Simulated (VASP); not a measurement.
Input of a VASP 6.6.1 run:

The input POSCAR:

```
SnTe
1.0
    0.0000000000      3.1893301349      3.1893301349
    3.1893301349      0.0000000000      3.1893301349
    3.1893301349      3.1893301349      0.0000000000
Sn Te
1 1
Direct
    0.0000000000      0.0000000000      0.0000000000
    0.5000000000      0.5000000000      0.5000000000
```

Contents of INCAR.step1:

```
PREC = Accurate ; ENCUT = 520
ISMEAR = -1 ; SIGMA = 0.02
LREAL = F ; LASPH = T
NELM = 60 ; NBANDS = 17
GGA = PE ; ALGO = Normal
EDIFF = 1E-4 ; LWAVE = T
LCHARG = F
```

The input INCAR.step2:

```
PREC = Accurate ; ENCUT = 520
EDIFF = 1E-6 ; ISMEAR = -1
SIGMA = 0.02 ; LREAL = F
LASPH = T ; NELM = 60
ALGO = Normal ; ISIF = 2
LWAVE = F ; LCHARG = T
METAGGA = R2SCAN ; LMIXTAU = T
LELF = T ; LVHAR = T
NBANDS = 17 ; ISTART = 1
```

The input KPOINTS:

```
Automatic mesh
0
Gamma
  8 8 8
```

Potentials or basis: VASP PAW PBE potentials, release 64 (Sn_d, Te).

The run is started by

```bash
$ cat potpaw_PBE.64/Sn_d/POTCAR potpaw_PBE.64/Te/POTCAR > POTCAR
$ cp INCAR.step1 INCAR
$ mpirun -np 1 vasp_std > vasp.out
$ cp INCAR.step2 INCAR
$ mpirun -np 1 vasp_std > vasp.out
```

Q: Estimate the band gap on the k mesh.

A: 0.14 eV, direct.

Q: What does it give for the pressure?

A: -0.1 GPa.

Caveat: the PAW data sets were made with another functional, which shifts forces and pressure a little; spin-orbit coupling is left out, which moves the levels of the heavy elements. A k mesh can miss the band edges.
